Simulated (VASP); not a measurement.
Input of a VASP 6.6.1 run:

Contents of INCAR:

```
SYSTEM = PtS2
PREC = Accurate ; ENCUT = 520
EDIFF = 1E-7 ; ISMEAR = 0
SIGMA = 0.05 ; LREAL = .False.
LASPH = .True. ; NELM = 60
ALGO = Normal ; ISIF = 2
LWAVE = .False. ; LCHARG = .False.
GGA = PE ; NBANDS = 18
```

The input KPOINTS:

```
regular mesh
0
Gamma
  12 12 8
  0 0 0
```

Contents of POSCAR:

```
PtS2
1.0
    3.5431994758      0.0000000000      0.0000000000
   -1.7715997379      3.0685007567      0.0000000000
    0.0000000000      0.0000000000      5.0388000000
Pt S
1 2
Direct
    0.0000000000      0.0000000000      0.0000000000
    0.3805514654      0.7012327384      0.1904620148
    0.6666666667      0.3333333333      0.7500000000
```

Potentials or basis: VASP PAW PBE potentials, release 64 (Pt, S).

The run is started by

```sh
$ cat potpaw_PBE.64/Pt/POTCAR potpaw_PBE.64/S/POTCAR > POTCAR
$ mpirun -np 1 vasp_std > vasp.out
```

**Question.** Estimate the band gap on the k mesh.

**Answer.** 0.53 eV, indirect (least direct gap 0.81 eV).

**Question.** Estimate the largest force.

**Answer.** 4.811 eV/Å.

**Question.** What does it give for the pressure?

**Answer.** 16.7 GPa.

Stress tensor (GPa, compression positive):
```
22.61  4.88 -6.77
 4.88 13.91 -5.50
-6.77 -5.50 13.53
```

Caveat: the cell differs from its parent crystal (atom 2 (S) moved by (+0.150, -0.300) A along [1 1 0] and z); spin-orbit coupling is left out, which moves the levels of the heavy elements; forces of over 1 eV/Å act on the atoms, so gaps and moduli don't describe the material at rest. A k mesh can miss the band edges.
